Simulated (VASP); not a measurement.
Input of a VASP 6.6.1 run:

The input INCAR:

```
SYSTEM = C
  ALGO = Normal
  EDIFF = 1E-6
  ENCUT = 520
  GGA = PE
  ISIF = 2
  ISMEAR = 0
  IVDW = 12
  LASPH = .TRUE.
  LCHARG = .FALSE.
  LREAL = .FALSE.
  LWAVE = .FALSE.
  NBANDS = 16
  NELM = 100
  PREC = Accurate
  SIGMA = 0.03
```

The input KPOINTS:

```
k-points
0
G
  18 18 18
  0 0 0
```

File POSCAR:

```
C
1.0
    1.2324394249      0.7115492337      6.7266196704
   -1.2324394249      0.7115492337      6.7266196704
    0.0000000000     -1.4230984675      6.7266196704
C
4
Direct
    0.0811523517      0.0811523517      0.0811523517
    0.9188476483      0.9188476483      0.9188476483
    0.2521616043      0.2521616043      0.2521616043
    0.7478383957      0.7478383957      0.7478383957
```

Potentials or basis: VASP PAW PBE potentials, release 64 (C).

Launch:

```console
$ cat potpaw_PBE.64/C/POTCAR > POTCAR
$ mpirun -np 1 vasp_std > vasp.out
```

(1) What does it give for the largest force?

(2) Predict the pressure.

(3) What does it give for the dispersion energy per atom?

## Answers

(1) 0.004 eV/Å.

(2) 0.7 GPa.

(3) -0.156 eV.

Caveat: the cell differs from its parent crystal (strain +0.000 along x and y, -0.030 along z).
